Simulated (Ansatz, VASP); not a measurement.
## C in VASP and in Ansatz

INCAR

```
SYSTEM = C
  PREC = Accurate
  ENCUT = 520
  EDIFF = 1E-6
  ISMEAR = -1
  SIGMA = 0.08
  LREAL = .False.
  LASPH = .True.
  NELM = 60
  ALGO = Normal
  ISIF = 2
  LWAVE = .False.
  LCHARG = .True.
  GGA = PE
  LELF = .True.
  LVHAR = .True.
  NBANDS = 11
```

The input KPOINTS:

```
regular mesh
0
Gamma
  20 20 20
  0 0 0
```

POSCAR

```
C
1.0
    0.0000000000      1.7592970453      1.7592970453
    1.7592970453      0.0000000000      1.7592970453
    1.7592970453      1.7592970453      0.0000000000
C
2
Direct
    0.5000000000      0.5000000000      0.5000000000
    0.7500000000      0.7500000000      0.7500000000
```

Input for Ansatz:

```yaml
crystal:
  lattice:
    - [0.0, 1.7592970453, 1.7592970453]
    - [1.7592970453, 0.0, 1.7592970453]
    - [1.7592970453, 1.7592970453, 0.0]
  atoms:
    - { symbol: C, position: [0.5, 0.5, 0.5] }
    - { symbol: C, position: [0.75, 0.75, 0.75] }
kpoints:
  mp_grid: { grid: [20, 20, 20] }
  band_path:
    path:
      - [0.0, 0.0, 0.0]
      - [0.5, 0.0, 0.5]
      - [0.625, 0.25, 0.625]
      - [0.375, 0.375, 0.75]
      - [0.0, 0.0, 0.0]
      - [0.5, 0.5, 0.5]
      - [0.5, 0.25, 0.75]
      - [0.5, 0.0, 0.5]
    npoints: 5
scf:
  occupations: { method: fermi_dirac, width: 0.08 }
hamiltonian:
  xc: pbe
  pseudopotentials: { kind: all_electron, lapw: { basis_error: 0.0005 } }
output:
  forces: true
  stress: true
  eigenvalues: true
```

Change from the starting cell: volume scaled by 0.96.

Alike in both runs: task single point; functional PBE; k mesh 20 × 20 × 20; occupations fermi-dirac, width 0.08 eV; no spin polarisation.

|  | VASP | Ansatz |
| --- | --- | --- |
| version | VASP 6.6.1 | Ansatz 0.2.0 |
| potentials or method | VASP PAW PBE potentials, release 64 (C), cutoff 520 eV | all-electron LAPW, scalar-relativistic |

|  | VASP | Ansatz | Ansatz less VASP |
| --- | --- | --- | --- |
| gap on the k mesh at the Fermi level (eV) | 4.23 | 4.23 | +0.009 |
| pressure (GPa) | 21.9 | 21.1 | -0.84 |

Ansatz ran all-electron here, and VASP with PAW potentials.
